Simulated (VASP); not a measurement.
# Rh in VASP: a series of runs

The runs below take Rh through single point, with PBEsol.

Program: VASP 6.6.1. These are calculated values, not measurements. Logs are shortened: lines on timing, memory, paths and dates and some standing lists are left out, and cuts for length are marked.

**1. The cell of the first run**

The structure is cubic, space group Fm-3m (No. 225). Conventional cell: a = 3.878 Å, b = 3.878 Å, c = 3.878 Å, α = 90.00°, β = 90.00°, γ = 90.00°. Within 3.6 Å of Rh (site symmetry m-3m) lie 12 Rh at 2.74 Å.

**2. Single point, PBEsol (volume scaled by 1.06)**

The input, INCAR:

```
ALGO = Normal
EDIFF = 1E-6
ENCUT = 520
GGA = PS
ISIF = 2
ISMEAR = -1
LASPH = True
LCHARG = True
LELF = True
LREAL = False
LVHAR = True
LWAVE = False
NBANDS = 14
NELM = 60
PREC = Accurate
SIGMA = 0.08
```

The input, KPOINTS:

```
k-points
0
Gamma
  16 16 16
```

The input, POSCAR:

```
Rh
1.0
    0.0000000000      1.9388447625      1.9388447625
    1.9388447625      0.0000000000      1.9388447625
    1.9388447625      1.9388447625      0.0000000000
Rh
1
Direct
    0.0000000000      0.0000000000      0.0000000000
```

Potentials or basis: VASP PAW PBE potentials, release 64 (Rh_pv).

Started as:

```bash
$ cat potpaw_PBE.64/Rh_pv/POTCAR > POTCAR
$ mpirun -np 1 vasp_std > vasp.out
```

OUTCAR:

```text
EDIFF = 1E-6
   ENCUT = 520
   GGA = PS
   ISIF = 2
   ISMEAR = -1
   LASPH = True
   LREAL = False
   NELM = 60
   PREC = Accurate

 ion  position               nearest neighbor table
   1  0.000  0.000  0.000-

  LATTYP: Found a face centered cubic cell.
 ALAT       =     3.8776895250

  Lattice vectors:

 A1 = (   0.0000000000,   1.9388447625,   1.9388447625)
 A2 = (   1.9388447625,   0.0000000000,   1.9388447625)
 A3 = (   1.9388447625,   1.9388447625,   0.0000000000)

Analysis of symmetry for initial positions (statically):
=====================================================================
 Subroutine PRICEL returns:
 Original cell was already a primitive cell.

 Routine SETGRP: Setting up the symmetry group for a
 face centered cubic supercell.

 Subroutine GETGRP returns: Found 48 space group operations
 (whereof 48 operations were pure point group operations)
 out of a pool of 48 trial point group operations.

The static configuration has the point symmetry O_h .

Analysis of symmetry for dynamics (positions and initial velocities):
=====================================================================
 Subroutine PRICEL returns:
 Original cell was already a primitive cell.

 Routine SETGRP: Setting up the symmetry group for a
 face centered cubic supercell.

 Subroutine GETGRP returns: Found 48 space group operations
 (whereof 48 operations were pure point group operations)
 out of a pool of 48 trial point group operations.

The dynamic configuration has the point symmetry O_h .

 Subroutine INISYM returns: Found 48 space group operations
 (whereof 48 operations are pure point group operations),
 and found     1 'primitive' translations

----------------------------------------------------------------------------------------

                                     Primitive cell

  volume of cell :      14.5767

  direct lattice vectors                    reciprocal lattice vectors
     0.000000000  1.938844763  1.938844763    -0.257885525  0.257885525  0.257885525
     1.938844763  0.000000000  1.938844763     0.257885525 -0.257885525  0.257885525
     1.938844763  1.938844763  0.000000000     0.257885525  0.257885525 -0.257885525

  length of vectors
     2.741940558  2.741940558  2.741940558     0.446670832  0.446670832  0.446670832

  position of ions in fractional coordinates (direct lattice)
     0.000000000  0.000000000  0.000000000

  ion indices of the primitive-cell ions
   primitive index   ion index
                 1           1

----------------------------------------------------------------------------------------

 KPOINTS: k-points

Automatic generation of k-mesh.
 Grid dimensions read from file:
 generate k-points for:   16   16   16

 Generating k-lattice:

  Cartesian coordinates                     Fractional coordinates (reciprocal lattice)
    -0.016117845  0.016117845  0.016117845     0.062500000  0.000000000  0.000000000
     0.016117845 -0.016117845  0.016117845     0.000000000  0.062500000  0.000000000
     0.016117845  0.016117845 -0.016117845     0.000000000  0.000000000  0.062500000

  Length of vectors
     0.027916927  0.027916927  0.027916927

  Shift w.r.t. Gamma in fractional coordinates (k-lattice)
     0.000000000  0.000000000  0.000000000

 Subroutine IBZKPT returns following result:
 ===========================================

 Found    145 irreducible k-points:

 Following reciprocal coordinates:
            Coordinates               Weight
  0.000000  0.000000  0.000000      1.000000
  0.062500  0.000000  0.000000      8.000000
  0.125000  0.000000  0.000000      8.000000
  0.187500  0.000000  0.000000      8.000000
  0.250000  0.000000  0.000000      8.000000
  0.312500  0.000000  0.000000      8.000000
[... 16 lines left out ...]
 -0.125000  0.062500  0.000000     24.000000
 -0.062500  0.062500  0.000000     12.000000
 [... further k-points ...]
   k-points           NKPTS =    145   k-points in BZ     NKDIM =    145   number of bands    NBANDS=     14
   number of dos      NEDOS =    301   number of ions     NIONS =      1
   total plane-waves  NPLWV =   8000
   dimension x,y,z NGX =    20 NGY =   20 NGZ =   20
   dimension x,y,z NGXF=    40 NGYF=   40 NGZF=   40
   ions per type =               1
   NGX,Y,Z   is equivalent  to a cutoff of  12.13, 12.13, 12.13 a.u.
   NGXF,Y,Z  is equivalent  to a cutoff of  24.25, 24.25, 24.25 a.u.
 SYSTEM =  unknown system
   PREC   = accura    normal or accurate (medium, high low for compatibility)
   ISTART =      0    job   : 0-new  1-cont  2-samecut
   ICHARG =      2    charge: 1-file 2-atom 10-const
   ISPIN  =      1    spin polarized calculation?
   LNONCOLLINEAR =      F non collinear calculations
   LSORBIT =      F    spin-orbit coupling
   LASPH  =      T    aspherical Exc in radial PAW
   ENCUT  =  520.0 eV  38.22 Ry    6.18 a.u.   5.10  5.10  5.10*2*pi/ulx,y,z
   NELM   =     60;   NELMIN=  2; NELMDL= -5     # of ELM steps
   EDIFF  = 0.1E-05   stopping-criterion for ELM
   LREAL  =      F    real-space projection
   EDIFFG = 0.1E-04   stopping-criterion for IOM
   NSW    =      0    number of steps for IOM
   IBRION =     -1    ionic relax: 0-MD 1-quasi-New 2-CG
   NFREE  =      0    steps in history (QN), initial steepest desc. (CG)
   ISIF   =      2    stress and relaxation
   ISYM   =      2    0-nonsym 1-usesym 2-fastsym
   POTIM  = 0.5000    time-step for ionic-motion
   TEBEG  =    0.0;   TEEND  =   0.0 temperature during run
   PSTRESS=    0.0 pullay stress
   NELECT =      15.0000    total number of electrons
   NUPDOWN=      -1.0000    fix difference up-down
   EMIN   =  10.00;   EMAX   =-10.00  energy-range for DOS
   EFERMI =   0.00;   METHOD = LEGACY
   ISMEAR =    -1;   SIGMA  =   0.08  broadening in eV -4-tet -1-fermi 0-gaus
   EFERMI_NEDOS =   21; number of points for ismear=-14 and -15
   IALGO  =     38    algorithm
   IMIX   =      4    mixing-type and parameters
     AMIX     =   0.40;   BMIX     =  1.00
     AMIX_MAG =   1.60;   BMIX_MAG =  1.00
  volume/ion in A,a.u.               =      14.58        98.37
  Fermi-wavevector in a.u.,A,eV,Ry     =   1.652795  3.123329 37.167442  2.731730
  Thomas-Fermi vector in A             =   2.741343
   LORBIT       =      0    0 simple, 1 ext, 2 COOP (PROOUT), +10 PAW based schemes
   GGA     = PS    functional components
   LHFCALC =     F    Hartree Fock is set to
   AEXX    =    0.0000 exact exchange contribution
   IVDW    =     0    specifies the selected vdW correction
   LEPSILON=     F    determine dielectric tensor
   LRPA    =     F    only Hartree local field effects (RPA)
 non-spin polarized calculation
  energy-cutoff  :      520.00
  volume of cell :       14.58
 maximum number of plane-waves:       401
   NGX = 11   NGY = 11   NGZ = 11

 number of electron      14.9999992 magnetization

 Free energy of the ion-electron system (eV)
  ---------------------------------------------------
  ext. energy  EPLUGINS =         0.00000000
  ---------------------------------------------------
  free energy    TOTEN  =        -8.08641762 eV

  energy without entropy =       -8.05407013  energy(sigma->0) =       -8.07024388

 E-fermi :  10.7064     XC(G=0): -13.8442

 val. band max:       10.7052424670   @ k =  -0.1875   0.1250   0.0000
 cond. band min:      10.7081069742   @ k =  -0.3750   0.0625   0.0000
 fundamental gap:      0.0028645072
 Fermi energy:        10.7063634661

 k-point     1 :       0.0000    0.0000    0.0000
  band No.  band energies     occupation
      1     -35.5203      2.00000
      2     -35.5203      2.00000
      3     -35.5203      2.00000
      4       3.0871      2.00000
      5       7.8866      2.00000
      6       7.8866      2.00000
      7       7.8866      2.00000
      8       9.8127      1.99997
      9       9.8127      1.99997
     10      26.6720      0.00000
     11      31.2532      0.00000
     12      31.7923      0.00000
     13      31.7923      0.00000
     14      31.7923      0.00000

 k-point     2 :       0.0625    0.0000    0.0000
  band No.  band energies     occupation
      1     -35.5439      2.00000
      2     -35.5235      2.00000
      3     -35.5235      2.00000
      4       3.2362      2.00000
      5       7.8233      2.00000
      6       7.9432      2.00000
      7       7.9432      2.00000
      8       9.7822      1.99998
      9       9.7822      1.99998
     10      26.8749      0.00000
     11      30.9326      0.00000
     12      31.2591      0.00000
     13      31.9994      0.00000
     14      31.9994      0.00000

 k-point     3 :       0.1250    0.0000    0.0000
  band No.  band energies     occupation
      1     -35.6106      2.00000
      2     -35.5327      2.00000
      3     -35.5327      2.00000
      4       3.6603      2.00000
      5       7.6725      2.00000
      6       8.0850      2.00000
      7       8.0850      2.00000
      8       9.7246      1.99999
      9       9.7246      1.99999
     10      27.3786      0.00000
     11      29.2572      0.00000
     12      31.2560      0.00000
     13      32.5916      0.00000
     14      32.5916      0.00000
[... 324 lines left out ...]
 k-point    23 :      -0.1250    0.0625    0.0000
  band No.  band energies     occupation
      1     -35.6502      2.00000
      2     -35.5553      2.00000
      3     -35.5325      2.00000
      4       3.9735      2.00000
      5       7.5280      2.00000
      6       8.1877      2.00000
      7       8.2140      2.00000
      8       9.5023      2.00000
      9       9.9098      1.99991
     10      27.6849      0.00000
     11      28.6368      0.00000
     12      31.2557      0.00000
     13      31.9675      0.00000
     14      33.5359      0.00000

 k-point    24 :      -0.0625    0.0625    0.0000
  band No.  band energies     occupation
      1     -35.5768      2.00000
      2     -35.5376      2.00000
      3     -35.5249      2.00000
      4       3.4781      2.00000
      5       7.7047      2.00000
      6       8.0215      2.00000
      7       8.0643      2.00000
      8       9.6446      2.00000
      9       9.8370      1.99996
     10      27.1869      0.00000
     11      30.1152      0.00000
     12      31.2569      0.00000
     13      31.7705      0.00000
     14      32.5957      0.00000

 [... further k-points ...]
[... 5 lines left out ...]
  --------------------------------------------------------------------------------------
  -------------------------------------------------------------------------------------
  Total       -1.6699695     -1.6699695     -1.6699695      0.0000000      0.0000000     -0.0000000
  in kB     -183.5523748   -183.5523748   -183.5523748      0.0000000      0.0000000     -0.0000000
  external PRESSURE =    -183.5523748 kB  Pullay stress =       0.0000000 kB

 VOLUME and BASIS-vectors are now :
 -----------------------------------------------------------------------------
  energy-cutoff  :      520.00
  volume of cell :       14.58
      direct lattice vectors                 reciprocal lattice vectors
     0.000000000  1.938844763  1.938844763    -0.257885525  0.257885525  0.257885525
     1.938844763  0.000000000  1.938844763     0.257885525 -0.257885525  0.257885525
     1.938844763  1.938844763  0.000000000     0.257885525  0.257885525 -0.257885525

 POSITION                                       TOTAL-FORCE (eV/Angst)
 -----------------------------------------------------------------------------------
      0.00000      0.00000      0.00000         0.000000      0.000000      0.000000
 -----------------------------------------------------------------------------------
    total drift:                                0.000000     -0.000000      0.000000

  FREE ENERGIE OF THE ION-ELECTRON SYSTEM (eV)
  ---------------------------------------------------
  free  energy   TOTEN  =        -8.0864176211 eV

  energy  without entropy=       -8.0540701339  energy(sigma->0) =       -8.07024388
```

It took 9.6 s on 1 thread of Intel Xeon 6975P-C (Granite Rapids), shared host; peak memory 0.14 GiB.

Results:

```
Free energy : -8.0864 eV
Pressure    : -18.4 GPa
```

Caveat: the PAW data sets were made with another functional, which shifts forces and pressure a little.

**3. Single point, PBEsol (equal xx and yy strain of -3 %)**

INCAR: that of step 2 with these lines changed.

```diff
@@ -13,3 +13,3 @@
 NBANDS = 14
-NELM = 60
+NELM = 80
 PREC = Accurate
```

KPOINTS is that of step 2.

The input, POSCAR:

```
Rh
1.0
    0.0000000000      1.8445035000      1.9015500000
    1.8445035000      0.0000000000      1.9015500000
    1.8445035000      1.8445035000      0.0000000000
Rh
1
Direct
    0.0000000000      0.0000000000      0.0000000000
```

Potentials or basis: VASP PAW PBE potentials, release 64 (Rh_pv).

Started as:

```bash
$ cat potpaw_PBE.64/Rh_pv/POTCAR > POTCAR
$ mpirun -np 1 vasp_std > vasp.out
```

OUTCAR:

```text
EDIFF = 1E-6
   ENCUT = 520
   GGA = PS
   ISIF = 2
   ISMEAR = -1
   LASPH = True
   LREAL = False
   NELM = 80
   PREC = Accurate

 ion  position               nearest neighbor table
   1  0.000  0.000  0.000-

  LATTYP: Found a body centered tetragonal cell.
 ALAT       =     2.6085218655
 C/A-ratio  =     1.4579521262

  Lattice vectors:

 A1 = (  -1.8445035000,   0.0000000000,   1.9015500000)
 A2 = (   1.8445035000,   0.0000000000,   1.9015500000)
 A3 = (   0.0000000000,   1.8445035000,  -1.9015500000)

Analysis of symmetry for initial positions (statically):
=====================================================================
 Subroutine PRICEL returns:
 Original cell was already a primitive cell.

 Routine SETGRP: Setting up the symmetry group for a
 body centered tetragonal supercell.

 Subroutine GETGRP returns: Found 16 space group operations
 (whereof 16 operations were pure point group operations)
 out of a pool of 16 trial point group operations.

The static configuration has the point symmetry D_4h.

Analysis of symmetry for dynamics (positions and initial velocities):
=====================================================================
 Subroutine PRICEL returns:
 Original cell was already a primitive cell.

 Routine SETGRP: Setting up the symmetry group for a
 body centered tetragonal supercell.

 Subroutine GETGRP returns: Found 16 space group operations
 (whereof 16 operations were pure point group operations)
 out of a pool of 16 trial point group operations.

The dynamic configuration has the point symmetry D_4h.

 Subroutine INISYM returns: Found 16 space group operations
 (whereof 16 operations are pure point group operations),
 and found     1 'primitive' translations

----------------------------------------------------------------------------------------

                                     Primitive cell

[... 108 lines left out ...]
     AMIX_MAG =   1.60;   BMIX_MAG =  1.00
  volume/ion in A,a.u.               =      12.94        87.32
  Fermi-wavevector in a.u.,A,eV,Ry     =   1.719780  3.249914 40.241201  2.957645
  Thomas-Fermi vector in A             =   2.796343
   LORBIT       =      0    0 simple, 1 ext, 2 COOP (PROOUT), +10 PAW based schemes
   GGA     = PS    functional components
   LHFCALC =     F    Hartree Fock is set to
   AEXX    =    0.0000 exact exchange contribution
   IVDW    =     0    specifies the selected vdW correction
   LEPSILON=     F    determine dielectric tensor
   LRPA    =     F    only Hartree local field effects (RPA)
 non-spin polarized calculation
  energy-cutoff  :      520.00
  volume of cell :       12.94
 maximum number of plane-waves:       358
   NGX =  9   NGY =  9   NGZ =  9

 number of electron      14.9999998 magnetization

 Free energy of the ion-electron system (eV)
  ---------------------------------------------------
  ext. energy  EPLUGINS =         0.00000000
  ---------------------------------------------------
  free energy    TOTEN  =        -8.11947862 eV

  energy without entropy =       -8.09267199  energy(sigma->0) =       -8.10607530

 E-fermi :  12.9001     XC(G=0): -14.6122

 val. band max:       12.8884349868   @ k =  -0.3750  -0.0000   0.2500
 cond. band min:      12.9081763165   @ k =   0.3125   0.0000   0.3125
 fundamental gap:      0.0197413297
 Fermi energy:        12.9000999556

 k-point     1 :       0.0000    0.0000    0.0000
  band No.  band energies     occupation
      1     -33.5396      2.00000
      2     -33.5218      2.00000
      3     -33.5218      2.00000
      4       4.3959      2.00000
      5       9.2692      2.00000
      6       9.6362      2.00000
      7       9.6362      2.00000
      8      11.6025      2.00000
      9      12.0505      1.99995
     10      28.7910      0.00000
     11      33.1083      0.00000
     12      33.9094      0.00000
     13      34.9228      0.00000
     14      34.9228      0.00000
[... 377 lines left out ...]
      1     -33.6146      2.00000
      2     -33.5641      2.00000
      3     -33.5265      2.00000
      4       4.8416      2.00000
      5       9.3795      2.00000
      6       9.5018      2.00000
      7       9.7946      2.00000
      8      11.6591      2.00000
      9      11.8169      2.00000
     10      29.4544      0.00000
     11      32.9893      0.00000
     12      33.1418      0.00000
     13      34.0946      0.00000
     14      35.8849      0.00000

 [... further k-points ...]
[... 5 lines left out ...]
  --------------------------------------------------------------------------------------
  -------------------------------------------------------------------------------------
  Total        1.4036431      1.4036431      0.6787666      0.0000000     -0.0000000     -0.0000000
  in kB      173.8083168    173.8083168     84.0493443      0.0000000     -0.0000000     -0.0000000
  external PRESSURE =     143.8886593 kB  Pullay stress =       0.0000000 kB

 VOLUME and BASIS-vectors are now :
 -----------------------------------------------------------------------------
  energy-cutoff  :      520.00
  volume of cell :       12.94
      direct lattice vectors                 reciprocal lattice vectors
     0.000000000  1.844503500  1.901550000    -0.271075658  0.271075658  0.262943388
     1.844503500  0.000000000  1.901550000     0.271075658 -0.271075658  0.262943388
     1.844503500  1.844503500  0.000000000     0.271075658  0.271075658 -0.262943388

 POSITION                                       TOTAL-FORCE (eV/Angst)
 -----------------------------------------------------------------------------------
      0.00000      0.00000      0.00000         0.000000      0.000000      0.000000
 -----------------------------------------------------------------------------------
    total drift:                               -0.000000     -0.000000     -0.000000

  FREE ENERGIE OF THE ION-ELECTRON SYSTEM (eV)
  ---------------------------------------------------
  free  energy   TOTEN  =        -8.1194786226 eV

  energy  without entropy=       -8.0926719854  energy(sigma->0) =       -8.10607530
```

OSZICAR:

```text
N       E                     dE             d eps       ncg     rms          rms(c)
DAV:   1     0.118000648646E+03    0.11800E+03   -0.86303E+03  9830   0.116E+03
DAV:   2    -0.720475650380E+01   -0.12521E+03   -0.11965E+03 10780   0.342E+02
DAV:   3    -0.872674773166E+01   -0.15220E+01   -0.15195E+01 11644   0.414E+01
DAV:   4    -0.873200734085E+01   -0.52596E-02   -0.52595E-02 10912   0.249E+00
DAV:   5    -0.873204975973E+01   -0.42419E-04   -0.42418E-04 11356   0.197E-01    0.129E+01
DAV:   6    -0.815182092027E+01    0.58023E+00   -0.91441E-01 10318   0.134E+01    0.435E+00
DAV:   7    -0.812463843748E+01    0.27182E-01   -0.27595E-02 11362   0.213E+00    0.184E+00
DAV:   8    -0.811979853712E+01    0.48399E-02   -0.55644E-03 10054   0.104E+00    0.320E-01
DAV:   9    -0.811947334430E+01    0.32519E-03   -0.25249E-04 10228   0.228E-01    0.305E-02
DAV:  10    -0.811947834510E+01   -0.50008E-05   -0.25348E-06 11000   0.181E-02    0.785E-03
DAV:  11    -0.811947862258E+01   -0.27748E-06   -0.56676E-07  5294   0.108E-02
   1 F= -.81194786E+01 E0= -.81060753E+01  d E =-.268066E-01
```

Run time: 1.7 min. Hardware: 1 thread of AMD EPYC 7R13, shared host; peak memory 0.14 GiB.

Results:

```yaml
Free_energy: -8.1195 eV
Pressure: 14.4 GPa
```

Levels at points of the mesh, in eV from the Fermi level:
| k point | band 5 | band 6 | band 7 | band 8 | band 9 | band 10 |
| --- | --- | --- | --- | --- | --- | --- |
| (0.00, 0.00, 0.00) | -3.63 | -3.26 | -3.26 | -1.30 | -0.85 | 15.89 |
| (0.50, 0.00, 0.00) | -3.66 | -3.29 | 0.57 | 0.60 | 0.75 | 9.26 |
| (0.50, 0.50, 0.00) | -6.53 | 0.66 | 1.10 | 1.10 | 2.83 | 12.45 |
| (0.50, 0.00, 0.50) | -6.54 | 0.62 | 0.96 | 1.29 | 3.50 | 13.22 |

Caveat: the cell differs from its parent crystal (equal xx and yy strain of -3 %); the PAW data sets were made with another functional, which shifts forces and pressure a little.
